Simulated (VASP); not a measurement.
# Au (Cmcm) in VASP: a series of runs

The runs below take Au through single point, with LDA.

Everything below comes from runs of VASP 6.6.1. Logs are shortened: lines on timing, memory, paths and dates and some standing lists are left out, and cuts for length are marked.

## Step 1: The cell of the first run

It takes space group Cmcm (No. 63, orthorhombic). The conventional cell has a = 2.841 Å, b = 5.146 Å, c = 4.926 Å, α = 90.00°, β = 90.00°, γ = 90.00°. Au (site symmetry m2m) has 12 Au at 2.84 to 2.99 Å within 3.7 Å.

## Step 2: Single point, LDA

INCAR

```
SYSTEM = Au
PREC = Accurate
ENCUT = 520
EDIFF = 1E-6
ISMEAR = -1
SIGMA = 0.05
LREAL = .FALSE.
LASPH = .TRUE.
NELM = 80
ALGO = Normal
ISIF = 2
LWAVE = .FALSE.
LCHARG = .FALSE.
GGA = CA
NBANDS = 18
```

KPOINTS

```
Automatic mesh
0
G
  11 11 6
  0 0 0
```

POSCAR

```
Au
1.0
    1.4206566610     -2.5728602271      0.0000000000
    1.4206566610      2.5728602271      0.0000000000
    0.0000000000      0.0000000000      4.9255756512
Au
2
Direct
    0.3346720300      0.6653279700      0.2500000000
    0.6653279700      0.3346720300      0.7500000000
```

Potentials or basis: VASP PAW LDA potentials, release 64 (Au).

Command:

```
> cat potpaw_LDA.64/Au/POTCAR > POTCAR
> mpirun -np 1 vasp_std > vasp.out
```

OUTCAR:

```text
SYSTEM = Au
   PREC = Accurate
   ENCUT = 520
   EDIFF = 1E-6
   ISMEAR = -1
   LREAL = .FALSE.
   LASPH = .TRUE.
   NELM = 80
   ISIF = 2
   GGA = CA

 ion  position               nearest neighbor table
   1  0.335  0.665  0.250-   2 2.97   2 2.97   2 2.97   2 2.97   2 2.99   2 2.99
   2  0.665  0.335  0.750-   1 2.97   1 2.97   1 2.97   1 2.97   1 2.99   1 2.99

  LATTYP: Found a base centered orthorhombic cell.
 ALAT       =     2.8413133220
 B/A-ratio  =     1.8110359088
 C/A-ratio  =     1.7335559627

  Lattice vectors:

 A1 = (   1.4206566610,  -2.5728602271,   0.0000000000)
 A2 = (   1.4206566610,   2.5728602271,   0.0000000000)
 A3 = (   0.0000000000,   0.0000000000,   4.9255756512)

Analysis of symmetry for initial positions (statically):
=====================================================================
 Subroutine PRICEL returns:
 Original cell was already a primitive cell.

 Routine SETGRP: Setting up the symmetry group for a
 base centered orthorhombic supercell.

 Subroutine GETGRP returns: Found  8 space group operations
 (whereof  4 operations were pure point group operations)
 out of a pool of  8 trial point group operations.

The static configuration has the point symmetry C_2h.
 The point group associated with its full space group is D_2h.

Analysis of symmetry for dynamics (positions and initial velocities):
=====================================================================
 Subroutine PRICEL returns:
 Original cell was already a primitive cell.

 Routine SETGRP: Setting up the symmetry group for a
 base centered orthorhombic supercell.

 Subroutine GETGRP returns: Found  8 space group operations
 (whereof  4 operations were pure point group operations)
 out of a pool of  8 trial point group operations.

The dynamic configuration has the point symmetry C_2h.
 The point group associated with its full space group is D_2h.

 Subroutine INISYM returns: Found  8 space group operations
 (whereof  4 operations are pure point group operations),
 and found     1 'primitive' translations

----------------------------------------------------------------------------------------

                                     Primitive cell

  volume of cell :      36.0074

  direct lattice vectors                    reciprocal lattice vectors
     1.420656661 -2.572860227  0.000000000     0.351949921 -0.194336247  0.000000000
     1.420656661  2.572860227  0.000000000     0.351949921  0.194336247  0.000000000
[... 78 lines left out ...]
   ICHARG =      2    charge: 1-file 2-atom 10-const
   ISPIN  =      1    spin polarized calculation?
   LNONCOLLINEAR =      F non collinear calculations
   LSORBIT =      F    spin-orbit coupling
   LASPH  =      T    aspherical Exc in radial PAW
   ENCUT  =  520.0 eV  38.22 Ry    6.18 a.u.   5.46  5.46  9.16*2*pi/ulx,y,z
   NELM   =     80;   NELMIN=  2; NELMDL= -5     # of ELM steps
   EDIFF  = 0.1E-05   stopping-criterion for ELM
   LREAL  =      F    real-space projection
   EDIFFG = 0.1E-04   stopping-criterion for IOM
   NSW    =      0    number of steps for IOM
   IBRION =     -1    ionic relax: 0-MD 1-quasi-New 2-CG
   NFREE  =      0    steps in history (QN), initial steepest desc. (CG)
   ISIF   =      2    stress and relaxation
   ISYM   =      2    0-nonsym 1-usesym 2-fastsym
   POTIM  = 0.5000    time-step for ionic-motion
   TEBEG  =    0.0;   TEEND  =   0.0 temperature during run
   PSTRESS=    0.0 pullay stress
   NELECT =      22.0000    total number of electrons
   NUPDOWN=      -1.0000    fix difference up-down
   EMIN   =  10.00;   EMAX   =-10.00  energy-range for DOS
   EFERMI =   0.00;   METHOD = LEGACY
   ISMEAR =    -1;   SIGMA  =   0.05  broadening in eV -4-tet -1-fermi 0-gaus
   EFERMI_NEDOS =   21; number of points for ismear=-14 and -15
   IALGO  =     38    algorithm
   IMIX   =      4    mixing-type and parameters
     AMIX     =   0.40;   BMIX     =  1.00
     AMIX_MAG =   1.60;   BMIX_MAG =  1.00
  volume/ion in A,a.u.               =      18.00       121.50
  Fermi-wavevector in a.u.,A,eV,Ry     =   1.389158  2.625128 26.255975  1.929760
  Thomas-Fermi vector in A             =   2.513215
   LORBIT       =      0    0 simple, 1 ext, 2 COOP (PROOUT), +10 PAW based schemes
   GGA     = CA    functional components
   LHFCALC =     F    Hartree Fock is set to
   AEXX    =    0.0000 exact exchange contribution
   IVDW    =     0    specifies the selected vdW correction
   LEPSILON=     F    determine dielectric tensor
   LRPA    =     F    only Hartree local field effects (RPA)
 non-spin polarized calculation
  energy-cutoff  :      520.00
  volume of cell :       36.01
 maximum number of plane-waves:       998
 NGX is ok and might be reduce to    24
   NGX = 11   NGY = 11   NGZ = 19

 number of electron      21.9999999 magnetization

 Free energy of the ion-electron system (eV)
  ---------------------------------------------------
  ext. energy  EPLUGINS =         0.00000000
  ---------------------------------------------------
  free energy    TOTEN  =        -8.76406704 eV

  energy without entropy =       -8.75664234  energy(sigma->0) =       -8.76035469

 E-fermi :   8.3085     XC(G=0): -12.6651

 val. band max:        8.3040746158   @ k =   0.1818   0.1818   0.3333
 cond. band min:       8.3355029812   @ k =  -0.3636   0.0909   0.3333
 fundamental gap:      0.0314283654
 Fermi energy:         8.3084873917

 k-point     1 :       0.0000    0.0000    0.0000
  band No.  band energies     occupation
      1      -0.9687      2.00000
      2       1.3917      2.00000
      3       3.7171      2.00000
      4       3.7762      2.00000
      5       4.0971      2.00000
      6       4.3389      2.00000
[... 481 lines left out ...]
      5       4.1076      2.00000
      6       4.4465      2.00000
[... 10 lines left out ...]
     17      24.8097      0.00000
     18      25.0858      0.00000

 [... further k-points ...]
[... 5 lines left out ...]
  --------------------------------------------------------------------------------------
  -------------------------------------------------------------------------------------
  Total       -2.1956074     -2.9523096     -2.7785808      0.0000000      0.0000000      0.0000000
  in kB      -97.6951382   -131.3651493   -123.6349626      0.0000000      0.0000000      0.0000000
  external PRESSURE =    -117.5650834 kB  Pullay stress =       0.0000000 kB

 VOLUME and BASIS-vectors are now :
 -----------------------------------------------------------------------------
  energy-cutoff  :      520.00
  volume of cell :       36.01
      direct lattice vectors                 reciprocal lattice vectors
     1.420656661 -2.572860227  0.000000000     0.351949921 -0.194336247  0.000000000
     1.420656661  2.572860227  0.000000000     0.351949921  0.194336247  0.000000000
     0.000000000  0.000000000  4.925575651     0.000000000  0.000000000  0.203021955

 POSITION                                       TOTAL-FORCE (eV/Angst)
 -----------------------------------------------------------------------------------
      1.42066      0.85073      1.23139         0.000000     -0.007278     -0.000000
      1.42066     -0.85073      3.69418         0.000000      0.007278      0.000000
 -----------------------------------------------------------------------------------
    total drift:                               -0.000000     -0.000000     -0.000000

  FREE ENERGIE OF THE ION-ELECTRON SYSTEM (eV)
  ---------------------------------------------------
  free  energy   TOTEN  =        -8.7640670387 eV

  energy  without entropy=       -8.7566423394  energy(sigma->0) =       -8.76035469
```

OSZICAR:

```text
N       E                     dE             d eps       ncg     rms          rms(c)
DAV:   1     0.120540603780E+03    0.12054E+03   -0.11643E+04  5192   0.118E+03
DAV:   2    -0.730017067097E+01   -0.12784E+03   -0.12161E+03  5456   0.258E+02
DAV:   3    -0.941157143139E+01   -0.21114E+01   -0.20978E+01  6084   0.335E+01
DAV:   4    -0.942041008446E+01   -0.88387E-02   -0.88374E-02  5754   0.229E+00
DAV:   5    -0.942048975742E+01   -0.79673E-04   -0.79672E-04  5768   0.231E-01    0.115E+01
DAV:   6    -0.880498004313E+01    0.61551E+00   -0.12352E+00  5332   0.997E+00    0.738E+00
DAV:   7    -0.876950440742E+01    0.35476E-01   -0.77227E-02  5746   0.241E+00    0.344E+00
DAV:   8    -0.876406897143E+01    0.54354E-02   -0.56921E-03  5490   0.661E-01    0.324E-01
DAV:   9    -0.876406483844E+01    0.41330E-05   -0.26527E-05  5806   0.463E-02    0.152E-02
DAV:  10    -0.876406703936E+01   -0.22009E-05   -0.16843E-06  4664   0.116E-02    0.412E-03
DAV:  11    -0.876406703873E+01    0.62073E-09   -0.14070E-07  2786   0.307E-03
   1 F= -.87640670E+01 E0= -.87603547E+01  d E =-.742470E-02
```

It took 28 s on 1 thread of Intel Xeon Platinum 8488C (Sapphire Rapids), shared host; peak memory 0.2 GiB.

What came out:

```
Free energy            : -8.7641 eV
Pressure               : -11.8 GPa
Largest force          : 0.007 eV/Å
Band gap on the k mesh : zero (band 11 reaches 11.96 eV, above the bottom of band 12 at 5.88 eV)
```

Forces on the atoms (eV/Å):
```
Au   0.000 -0.007  0.000
Au   0.000  0.007  0.000
```

Stress tensor (GPa, compression positive):
```
 -9.77   0.00   0.00
  0.00 -13.14   0.00
  0.00   0.00 -12.36
```

Caveat: spin-orbit coupling is left out, which moves the levels of the heavy elements.

## Step 3: Single point, LDA

This run uses another cell than the first one, of 18.36 Å³/atom, 1.020 times its volume.

INCAR

```
SYSTEM = Au
PREC     = Accurate       ! precision mode
ENCUT    = 520            ! plane-wave cutoff, eV
EDIFF    = 1E-6           ! SCF threshold, eV
ISMEAR   = -1             ! smearing method
SIGMA    = 0.05           ! smearing width, eV
LREAL    = .False.        ! projectors in reciprocal space
LASPH    = .True.         ! aspherical terms in the spheres
NELM     = 60             ! most SCF steps
ALGO     = Normal         ! electronic algorithm
ISIF     = 2              ! what is computed and relaxed
LWAVE    = .False.        ! write WAVECAR
LCHARG   = .True.         ! write CHGCAR
LELF     = .True.         ! ELF
LVHAR    = .True.       
NBANDS   = 18             ! bands
```

KPOINTS

```
regular mesh
0
Gamma
  11 11 6
  0 0 0
```

POSCAR

```
Au
1.0
    1.4298819627     -2.5895675798      0.0000000000
    1.4298819627      2.5895675798      0.0000000000
    0.0000000000      0.0000000000      4.9575608049
Au
2
Direct
    0.3346720300      0.6653279700      0.2500000000
    0.6653279700      0.3346720300      0.7500000000
```

Potentials or basis: VASP PAW LDA potentials, release 64 (Au).

Command:

```
> cat potpaw_LDA.64/Au/POTCAR > POTCAR
> mpirun -np 1 vasp_std > vasp.out
```

OUTCAR:

```text
SYSTEM = Au
   PREC = Accurate
   ENCUT = 520
   EDIFF = 1E-6
   ISMEAR = -1
   LREAL = .False.
   LASPH = .True.
   NELM = 60
   ISIF = 2

 ion  position               nearest neighbor table
   1  0.335  0.665  0.250-   2 2.99   2 2.99   2 2.99   2 2.99   2 3.01   2 3.01
   2  0.665  0.335  0.750-   1 2.99   1 2.99   1 2.99   1 2.99   1 3.01   1 3.01

  LATTYP: Found a base centered orthorhombic cell.
 ALAT       =     2.8597639254
 B/A-ratio  =     1.8110359088
 C/A-ratio  =     1.7335559627

  Lattice vectors:

 A1 = (   1.4298819627,  -2.5895675798,   0.0000000000)
 A2 = (   1.4298819627,   2.5895675798,   0.0000000000)
 A3 = (   0.0000000000,   0.0000000000,   4.9575608049)

Analysis of symmetry for initial positions (statically):
=====================================================================
 Subroutine PRICEL returns:
 Original cell was already a primitive cell.

 Routine SETGRP: Setting up the symmetry group for a
 base centered orthorhombic supercell.

 Subroutine GETGRP returns: Found  8 space group operations
 (whereof  4 operations were pure point group operations)
 out of a pool of  8 trial point group operations.

The static configuration has the point symmetry C_2h.
 The point group associated with its full space group is D_2h.

Analysis of symmetry for dynamics (positions and initial velocities):
=====================================================================
 Subroutine PRICEL returns:
 Original cell was already a primitive cell.

 Routine SETGRP: Setting up the symmetry group for a
 base centered orthorhombic supercell.

 Subroutine GETGRP returns: Found  8 space group operations
 (whereof  4 operations were pure point group operations)
 out of a pool of  8 trial point group operations.

The dynamic configuration has the point symmetry C_2h.
 The point group associated with its full space group is D_2h.

 Subroutine INISYM returns: Found  8 space group operations
 (whereof  4 operations are pure point group operations),
[... 106 lines left out ...]
   PSTRESS=    0.0 pullay stress
   NELECT =      22.0000    total number of electrons
   NUPDOWN=      -1.0000    fix difference up-down
   EMIN   =  10.00;   EMAX   =-10.00  energy-range for DOS
   EFERMI =   0.00;   METHOD = LEGACY
   ISMEAR =    -1;   SIGMA  =   0.05  broadening in eV -4-tet -1-fermi 0-gaus
   EFERMI_NEDOS =   21; number of points for ismear=-14 and -15
   IALGO  =     38    algorithm
   IMIX   =      4    mixing-type and parameters
     AMIX     =   0.40;   BMIX     =  1.00
     AMIX_MAG =   1.60;   BMIX_MAG =  1.00
  volume/ion in A,a.u.               =      18.36       123.88
  Fermi-wavevector in a.u.,A,eV,Ry     =   1.380195  2.608191 25.918272  1.904939
  Thomas-Fermi vector in A             =   2.505095
   LORBIT       =      0    0 simple, 1 ext, 2 COOP (PROOUT), +10 PAW based schemes
   GGA     = CA    functional components
   LHFCALC =     F    Hartree Fock is set to
   AEXX    =    0.0000 exact exchange contribution
   IVDW    =     0    specifies the selected vdW correction
   LEPSILON=     F    determine dielectric tensor
   LRPA    =     F    only Hartree local field effects (RPA)
 non-spin polarized calculation
  energy-cutoff  :      520.00
  volume of cell :       36.71
 maximum number of plane-waves:      1018
 NGX is ok and might be reduce to    24
   NGX = 11   NGY = 11   NGZ = 19

 number of electron      22.0000003 magnetization

 Free energy of the ion-electron system (eV)
  ---------------------------------------------------
  ext. energy  EPLUGINS =         0.00000000
  ---------------------------------------------------
  free energy    TOTEN  =        -8.70793481 eV

  energy without entropy =       -8.70055481  energy(sigma->0) =       -8.70424481

 E-fermi :   8.0016     XC(G=0): -12.5544

 val. band max:        7.9906487609   @ k =   0.1818   0.1818   0.3333
 cond. band min:       8.0184480147   @ k =  -0.4545   0.4545   0.5000
 fundamental gap:      0.0277992538
 Fermi energy:         8.0015936099

 k-point     1 :       0.0000    0.0000    0.0000
  band No.  band energies     occupation
      1      -1.0814      2.00000
      2       1.2512      2.00000
      3       3.5153      2.00000
      4       3.5721      2.00000
      5       3.8820      2.00000
      6       4.1176      2.00000
[... 481 lines left out ...]
      5       3.9024      2.00000
      6       4.2222      2.00000
[... 10 lines left out ...]
     17      24.4241      0.00000
     18      24.7169      0.00000

 [... further k-points ...]
[... 5 lines left out ...]
  --------------------------------------------------------------------------------------
  -------------------------------------------------------------------------------------
  Total       -2.8032345     -3.4915870     -3.2683402      0.0000000      0.0000000      0.0000000
  in kB     -122.3332539   -152.3729838   -142.6304859      0.0000000      0.0000000      0.0000000
  external PRESSURE =    -139.1122412 kB  Pullay stress =       0.0000000 kB

 VOLUME and BASIS-vectors are now :
 -----------------------------------------------------------------------------
  energy-cutoff  :      520.00
  volume of cell :       36.71
      direct lattice vectors                 reciprocal lattice vectors
     1.429881963 -2.589567580  0.000000000     0.349679213 -0.193082430  0.000000000
     1.429881963  2.589567580  0.000000000     0.349679213  0.193082430  0.000000000
     0.000000000  0.000000000  4.957560805     0.000000000  0.000000000  0.201712100

 POSITION                                       TOTAL-FORCE (eV/Angst)
 -----------------------------------------------------------------------------------
      1.42988      0.85626      1.23939         0.000000     -0.000101     -0.000000
      1.42988     -0.85626      3.71817         0.000000      0.000101      0.000000
 -----------------------------------------------------------------------------------
    total drift:                               -0.000000     -0.000000     -0.000000

  FREE ENERGIE OF THE ION-ELECTRON SYSTEM (eV)
  ---------------------------------------------------
  free  energy   TOTEN  =        -8.7079348067 eV

  energy  without entropy=       -8.7005548145  energy(sigma->0) =       -8.70424481
```

It took 29 s on 1 thread of Intel Xeon Platinum 8488C (Sapphire Rapids), shared host; peak memory 0.2 GiB.

Results:

| Quantity | Value |
| --- | --- |
| Free energy | -8.7079 eV |
| Pressure | -13.9 GPa |
| Band gap on the k mesh | zero (band 11 reaches 11.59 eV, above the bottom of band 12 at 5.61 eV) |

Stress tensor (GPa, compression positive):
```
-12.23   0.00   0.00
  0.00 -15.24   0.00
  0.00   0.00 -14.26
```

Caveat: spin-orbit coupling is left out, which moves the levels of the heavy elements.
